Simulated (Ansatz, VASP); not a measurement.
Given: the input of a run of Ansatz 0.2.0 on TaN.

File input:

```
crystal:
  lattice:
    - [0.0, 2.1661812927, 2.1661812927]
    - [2.1661812927, 0.0, 2.1661812927]
    - [2.1661812927, 2.1661812927, 0.0]
  atoms:
    - { symbol: Ta, position: [0.5, 0.5, 0.5] }
    - { symbol: "N", position: [0.0, 0.0, 0.0] }
hamiltonian:
  xc: hse06
  pseudopotentials: { kind: paw }
kpoints:
  mp_grid: { grid: [6, 6, 6] }
scf:
  occupations: { method: fermi_dirac, width: 0.05 }
output:
  forces: true
  stress: true
  eigenvalues: true
```

Task: Set up the same calculation for VASP 6.6.1. Potentials there: VASP PAW PBE potentials, release 64 (Ta_pv, N).

Result: As run (the cutoff follows the program's own potentials):

The input POSCAR:

```
TaN
1.0
    0.0000000000      2.1661812927      2.1661812927
    2.1661812927      0.0000000000      2.1661812927
    2.1661812927      2.1661812927      0.0000000000
Ta N
1 1
Direct
    0.5000000000      0.5000000000      0.5000000000
    0.0000000000      0.0000000000      0.0000000000
```

Contents of INCAR.step1:

```
PREC = Accurate
ENCUT = 520
EDIFF = 1E-5
ISMEAR = -1
SIGMA = 0.05
LREAL = False
LASPH = True
NELM = 80
ALGO = Normal
ISIF = 2
LWAVE = True
LCHARG = False
GGA = PE
NBANDS = 15
```

The input INCAR.step2:

```
PREC = Accurate
ENCUT = 520
EDIFF = 1E-6
ISMEAR = -1
SIGMA = 0.05
LREAL = False
LASPH = True
NELM = 80
ALGO = Normal
ISIF = 2
LWAVE = False
LCHARG = False
GGA = PE
LHFCALC = True
HFSCREEN = 0.2079
PRECFOCK = Normal
ISTART = 1
NBANDS = 15
```

File KPOINTS:

```
regular mesh
0
Gamma
  6 6 6
```

Potentials or basis: VASP PAW PBE potentials, release 64 (Ta_pv, N).

The run is started by

```bash
$ cat potpaw_PBE.64/Ta_pv/POTCAR potpaw_PBE.64/N/POTCAR > POTCAR
$ cp INCAR.step1 INCAR
$ mpirun -np 1 vasp_std > vasp.out
$ cp INCAR.step2 INCAR
$ mpirun -np 1 vasp_std > vasp.out
```

Both were run:

|  | VASP | Ansatz | Ansatz less VASP |
| --- | --- | --- | --- |
| gap on the k mesh at the Fermi level (eV) | none | none | - |
| pressure (GPa) | 13.4 | 13.6 | +0.19 |

A gap of «none» marks a metal or a gap that the smearing closes. With one functional, cell and mesh, what is left measures potentials, basis and numerics. VASP's potentials hold 16 valence electrons a cell and Ansatz's 18, so a difference there can come from the potentials and not from the codes.

The k mesh is coarse, so the values compare programs but aren't converged. Neither program's run includes spin-orbit coupling.
